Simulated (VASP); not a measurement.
Write the native input for VASP 6.6.1 that does the following.

```yaml
Task: single point
Functional: PBE
Dispersion: D3(BJ)
Potentials_or_basis: VASP PAW PBE potentials, release 64 (C)
Cutoff: 520 eV
k_mesh: 21 × 21 × 1
Occupations: gaussian, width 0.1 eV
Spin: no spin polarisation
Dipole_correction: yes
Further_INCAR_settings: ALGO = Normal; EDIFF = 1e-07; NBANDS = 11
```

The structure of C lies in POSCAR:

```
C
1.0
    2.5180000000      0.0000000000      0.0000000000
   -1.2590000000      2.1806519667      0.0000000000
    0.0000000000      0.0000000000     26.0024170307
C
2
Direct
    0.6666666667      0.3333333333      0.5137294929
    0.3333333333      0.6666666667      0.4862705071
```

These files were run (other wordings do the same):

INCAR

```
SYSTEM = C
PREC     = Accurate       ! precision mode
ENCUT    = 520            ! plane-wave cutoff, eV
EDIFF    = 1E-7           ! SCF threshold, eV
ISMEAR   = 0              ! smearing method
SIGMA    = 0.1            ! smearing width, eV
LREAL    = .False.        ! projectors in reciprocal space
LASPH    = .True.         ! aspherical terms in the spheres
NELM     = 80             ! most SCF steps
ALGO     = Normal         ! electronic algorithm
ISIF     = 2              ! what is computed and relaxed
LWAVE    = .False.        ! write WAVECAR
LCHARG   = .False.        ! write CHGCAR
LDIPOL   = .True.       
IDIPOL   = 3            
DIPOL    = 0.5 0.5 0.500
GGA      = PE             ! functional
IVDW     = 12             ! dispersion correction
NBANDS   = 11             ! bands
```

KPOINTS

```
Automatic mesh
0
Gamma
  21 21 1
  0 0 0
```

Potentials or basis: VASP PAW PBE potentials, release 64 (C).

The run is started by

```sh
$ cat potpaw_PBE.64/C/POTCAR > POTCAR
$ mpirun -np 1 vasp_std > vasp.out
```

It gave:

| Quantity | Value |
| --- | --- |
| Largest force | 10.522 eV/Å |
| Band gap on the k mesh | zero (band 4 reaches -3.26 eV, above the bottom of band 5 at -4.26 eV) |
| Dispersion energy per atom | -0.087 eV |

Wall time 3.1 min on 1 thread of Intel(R) Xeon(R) Platinum 8375C CPU @ 2.90GHz (Ice Lake), on a shared host, peak memory 0.28 GiB.
